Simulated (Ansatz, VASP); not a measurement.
Ta: VASP beside Ansatz

File INCAR:

```
ALGO = Normal ; EDIFF = 1E-6
ENCUT = 520 ; GGA = PS
ISIF = 2 ; ISMEAR = -1
LASPH = True ; LCHARG = False
LREAL = False ; LWAVE = False
NBANDS = 12 ; NELM = 60
PREC = Accurate ; SIGMA = 0.08
```

File KPOINTS:

```
k-points
0
Gamma
  17 17 17
```

Contents of POSCAR:

```
Ta
1.0
   -1.6512800000      1.6512800000      1.6017416000
    1.6512800000     -1.6512800000      1.6017416000
    1.6512800000      1.6512800000     -1.6017416000
Ta
1
Direct
    0.0000000000      0.0000000000      0.0000000000
```

Input for Ansatz:

```yaml
crystal:
  lattice:
    - [-1.65128, 1.65128, 1.6017416]
    - [1.65128, -1.65128, 1.6017416]
    - [1.65128, 1.65128, -1.6017416]
  atoms:
    - { symbol: Ta, position: [0.0, 0.0, 0.0] }
kpoints:
  mp_grid: { grid: [17, 17, 17] }
  band_path:
    path:
      - [0.0, 0.0, 0.0]
      - [0.0, 0.0, 0.5]
      - [-0.5, 0.5, 0.5]
      - [0.0, 0.0, 0.0]
      - [0.485225, 0.485225, -0.485225]
      - [-0.485225, 0.514775, 0.485225]
      - [-0.5, 0.5, 0.5]
      - [0.0, 0.0, 0.5]
      - [0.25, 0.25, 0.25]
    npoints: 5
scf:
  occupations: { method: fermi_dirac, width: 0.08 }
hamiltonian:
  xc: pbesol
  pseudopotentials: { kind: all_electron, lapw: { basis_error: 0.0005 } }
output:
  forces: true
  stress: true
  eigenvalues: true
```

Change from the starting cell: zz strain of -3 %.

Alike in both runs: task single point; functional PBEsol; k mesh 17 × 17 × 17; occupations fermi-dirac, width 0.08 eV; no spin polarisation.

|  | VASP | Ansatz |
| --- | --- | --- |
| version | VASP 6.6.1 | Ansatz 0.2.0 |
| potentials or method | VASP PAW PBE potentials, release 64 (Ta_pv), cutoff 520 eV | all-electron LAPW, scalar-relativistic |

|  | VASP | Ansatz | Ansatz less VASP |
| --- | --- | --- | --- |
| pressure (GPa) | 2.8 | 2.5 | -0.35 |
| traceless stress, the component that is largest in VASP (GPa) | 2.37 | 2.37 | +0.004 |

VASP's potentials were made for PBE, not for PBEsol. Ansatz ran all-electron here, and VASP with PAW potentials.

Spin-orbit coupling is off throughout.
